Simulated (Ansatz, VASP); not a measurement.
## Pt in VASP and in Ansatz

POSCAR

```
Pt
1.0
    0.0000000000      1.9847238812      1.9053349259
    1.9847238812      0.0000000000      1.9053349259
    1.9847238812      1.9847238812      0.0000000000
Pt
1
Direct
    0.0000000000      0.0000000000      0.0000000000
```

INCAR.step1

```
ALGO = Normal
EDIFF = 1E-4
ENCUT = 520
GGA = PE
ISMEAR = 0
LASPH = True
LCHARG = False
LREAL = False
LWAVE = True
NBANDS = 11
NELM = 100
PREC = Accurate
SIGMA = 0.15
```

File INCAR.step2:

```
ALGO = Normal
EDIFF = 1E-6
ENCUT = 520
ISIF = 2
ISMEAR = 0
ISTART = 1
LASPH = True
LCHARG = False
LMIXTAU = True
LREAL = False
LWAVE = False
METAGGA = R2SCAN
NBANDS = 11
NELM = 100
PREC = Accurate
SIGMA = 0.15
```

File KPOINTS:

```
k-points
0
Gamma
  24 24 24
```

Input for Ansatz:

```yaml
crystal:
  lattice:
    - [0.0, 1.9847238812, 1.9053349259]
    - [1.9847238812, 0.0, 1.9053349259]
    - [1.9847238812, 1.9847238812, 0.0]
  atoms:
    - { symbol: Pt, position: [0.0, 0.0, 0.0] }
basis:
  ecutwfc: 500
kpoints:
  mp_grid: { grid: [24, 24, 24] }
hamiltonian:
  xc: r2scan
scf:
  occupations: { method: gaussian, width: 0.15 }
output:
  forces: true
  stress: true
  eigenvalues: true
  write_density: true
  write_potential: true
  elf: true
  volumetric_format: npy
```

Alike in both runs: task single point; functional r2SCAN; k mesh 24 × 24 × 24; occupations gaussian, width 0.15 eV; no spin polarisation.

|  | VASP | Ansatz |
| --- | --- | --- |
| version | VASP 6.6.1 | Ansatz 0.2.0 |
| potentials or method | VASP PAW PBE potentials, release 64 (Pt), cutoff 520 eV | scalar-relativistic, plane waves, PAW |
| valence electrons in the cell | 10 | 18 |

|  | VASP | Ansatz | Ansatz less VASP |
| --- | --- | --- | --- |
| gap on the k mesh at the Fermi level (eV) | none | none | - |
| pressure (GPa) | 6.3 | 5.5 | -0.80 |
| traceless stress, the component that is largest in VASP (GPa) | 2.28 | 2.25 | -0.030 |

VASP's potentials were made for PBE, not for r2SCAN. A gap of «none» marks a metal or a gap that the smearing closes. The functional is the same, so the differences come from potentials, cutoffs and numerics. VASP's potentials hold 10 valence electrons a cell and Ansatz's 18, so a difference there can come from the potentials and not from the codes.

Spin-orbit coupling is off throughout.
